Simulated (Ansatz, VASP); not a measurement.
# KRh3: VASP beside Ansatz

The input POSCAR:

```
KRh3
1.0
    4.0916499360      0.0000000000      0.0000000000
    0.0000000000      4.0916499360      0.0000000000
    0.0000000000      0.0000000000      4.0916499360
K Rh
1 3
Direct
    0.0000000000      0.0000000000      0.0000000000
    0.0000000000      0.5000000000      0.5000000000
    0.5000000000      0.0000000000      0.5000000000
    0.5000000000      0.5000000000      0.0000000000
```

The input INCAR.step1:

```
SYSTEM = KRh3
  ALGO = Normal
  EDIFF = 1E-4
  ENCUT = 600
  GGA = PE
  ISMEAR = 0
  KPAR = 4
  LASPH = .True.
  LCHARG = .False.
  LREAL = .False.
  LWAVE = .True.
  NELM = 80
  PREC = Accurate
  SIGMA = 0.1
```

The input INCAR.step2:

```
SYSTEM = KRh3
  ALGO = Normal
  EDIFF = 1E-6
  EDIFFG = -0.01
  ENCUT = 600
  IBRION = 2
  ISIF = 3
  ISMEAR = 0
  ISTART = 1
  KPAR = 4
  LASPH = .True.
  LCHARG = .False.
  LMIXTAU = .True.
  LREAL = .False.
  LWAVE = .False.
  METAGGA = R2SCAN
  NELM = 80
  NSW = 100
  PREC = Accurate
  SIGMA = 0.1
```

The input KPOINTS:

```
k-points
0
Gamma
  12 12 12
  0 0 0
```

Input for Ansatz:

```yaml
crystal:
  lattice:
    - [4.091649936, 0.0, 0.0]
    - [0.0, 4.091649936, 0.0]
    - [0.0, 0.0, 4.091649936]
  atoms:
    - { symbol: K, position: [0.0, 0.0, 0.0] }
    - { symbol: Rh, position: [0.0, 0.5, 0.5] }
    - { symbol: Rh, position: [0.5, 0.0, 0.5] }
    - { symbol: Rh, position: [0.5, 0.5, 0.0] }
kpoints:
  mp_grid: { grid: [12, 12, 12] }
hamiltonian:
  xc: r2scan
scf:
  occupations: { method: gaussian, width: 0.1 }
output:
  forces: true
  eigenvalues: true
  stress: true
relax:
  adjacent_minimum: "off"
  f_tol: 0.01
  max_steps: 80
  cell: { stress_tol: 0.05 }
```

Alike in both runs: task relaxation of cell and atoms; functional r2SCAN; k mesh 12 × 12 × 12; occupations gaussian, width 0.1 eV; no spin polarisation.

|  | VASP | Ansatz |
| --- | --- | --- |
| version | VASP 6.6.1 | Ansatz 0.2.0 |
| potentials or method | VASP PAW PBE potentials, release 64 (K_sv, Rh_pv) | scalar-relativistic, plane waves, PAW |
| plane-wave cutoff (eV) | 600 | 500 |
| valence electrons in the cell | 54 | 60 |

Ansatz gave:

| Quantity | Value |
| --- | --- |
| gap on the k mesh at the Fermi level, each at its own relaxed structure (eV) | none |
| relaxed volume (Å³/atom) | 16.58 |
| relaxed length of the cell vector where the two differ most in proportion (Å) | 4.048 |

Problem. Estimate VASP's values.

Solution. gap on the k mesh at the Fermi level, each at its own relaxed structure (eV): none; relaxed volume (Å³/atom): 16.69; relaxed length of the cell vector where the two differ most in proportion (Å): 4.057.

VASP's potentials were made for PBE, not for r2SCAN. A gap of «none» marks a metal or a gap that the smearing closes. VASP's potentials hold 54 valence electrons a cell and Ansatz's 60, so a difference there can come from the potentials and not from the codes.
